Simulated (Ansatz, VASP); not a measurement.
**One calculation of HfN, two programs**

```xyz
4
Lattice="3.1954 0.0000 0.0000 -1.5977 2.7673 0.0000 0.0000 0.0000 5.5230" Properties=species:S:1:pos:R:3 pbc="T T T"
Hf    0.0000    1.8448    1.3808
Hf    1.5977    0.9224    4.1423
N     0.0000    0.0000    2.7615
N     0.0000    0.0000    0.0000
```

Alike in both runs: task single point; functional LDA; k mesh 10 × 10 × 5; occupations fermi-dirac, width 0.05 eV; no spin polarisation.

|  | VASP | Ansatz |
| --- | --- | --- |
| version | VASP 6.6.1 | Ansatz 0.2.0 |
| potentials or method | VASP PAW LDA potentials, release 64 (Hf_pv, N) | Ansatz PAW |
| plane-wave cutoff (eV) | 520 | 420 |
| valence electrons in the cell | 30 | 62 |

|  | VASP | Ansatz | Ansatz less VASP |
| --- | --- | --- | --- |
| gap on the k mesh at the Fermi level (eV) | none | none | - |
| pressure (GPa) | -23.3 | -22.1 | +1.16 |
| traceless stress, the component that is largest in VASP (GPa) | -0.41 | -0.43 | -0.016 |

LDA's correlation is that of Perdew and Zunger in VASP and of Perdew and Wang (1992) in Ansatz. A gap of «none» marks a metal or a gap that the smearing closes. VASP's potentials hold 30 valence electrons a cell and Ansatz's 62, so a difference there can come from the potentials and not from the codes.

Neither program's run includes spin-orbit coupling.
